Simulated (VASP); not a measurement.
Ca, 1 atom in the cell. It takes space group Fm-3m (No. 225, cubic). Conventional cell: a = 5.230 Å, b = 5.230 Å, c = 5.230 Å, α = 90.00°, β = 90.00°, γ = 90.00°. Ca (site symmetry m-3m) has 12 Ca at 3.70 Å within 4.9 Å. 

| Item | Value |
| --- | --- |
| Program | VASP 6.6.1 |
| Task | single point |
| Functional | PBEsol |
| Potentials or basis | VASP PAW PBE potentials, release 64 (Ca_sv) |
| Cutoff | 520 eV |
| k mesh | 13 × 13 × 13 |
| Occupations | fermi-dirac, width 0.1 eV |
| Spin | no spin polarisation |
| Dipole correction | no |
| Further INCAR settings | ALGO = Normal; EDIFF = 1e-07; NBANDS = 11 |

Potentials or basis: VASP PAW PBE potentials, release 64 (Ca_sv).

Command:

```console
$ cat potpaw_PBE.64/Ca_sv/POTCAR > POTCAR
$ mpirun -np 1 vasp_std > vasp.out
```

Hardware: 1 thread of Intel Xeon 8259CL, on a shared host.

Q: How long does it take, and how much memory?

A: It took 56 s on 1 thread of Intel Xeon 8259CL, with other jobs on the host, peak memory 0.17 GiB. Counts: scf iterations 13, k points 84.
